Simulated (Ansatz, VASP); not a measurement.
# C: VASP beside Ansatz

```
C
1.0
    -2.41040    2.41040    2.41040
     2.41040   -2.41040    2.41040
     2.41040    2.41040   -2.41040
C
8
Direct
  0.28147 0.95600 0.91199
  0.67453 0.67453 0.67453
  0.00000 0.32547 0.00000
  0.00000 0.00000 0.32547
  0.00000 0.67453 0.00000
  0.32547 0.32547 0.32547
  0.67453 0.00000 0.00000
  0.00000 0.00000 0.67453
```

Alike in both runs: task single point; functional LDA; k mesh 8 × 8 × 8; occupations gaussian, width 0.05 eV; no spin polarisation.

```csv
,VASP,Ansatz
version,VASP 6.6.1,Ansatz 0.2.0
potentials or method,"VASP PAW LDA potentials, release 64 (C), cutoff 520 eV","scalar-relativistic, plane waves, PAW"
valence electrons in the cell,32,32
```

Ansatz gave:

- gap on the k mesh at the Fermi level (eV): 1.13
- least direct gap on the mesh (eV): 2.35
- pressure (GPa): 4.1
- traceless stress, the component that is largest in VASP (GPa): 17.48
- rms of the force components (eV/Å): 2.447

Question: Which values does VASP return?

Answer: gap on the k mesh at the Fermi level (eV): 1.12; least direct gap on the mesh (eV): 2.34; pressure (GPa): 5.1; traceless stress, the component that is largest in VASP (GPa): 17.60; rms of the force components (eV/Å): 2.456.

LDA's correlation is that of Perdew and Zunger in VASP and of Perdew and Wang (1992) in Ansatz. Atom by atom the forces differ by 0.031 eV/Å (rms over components).
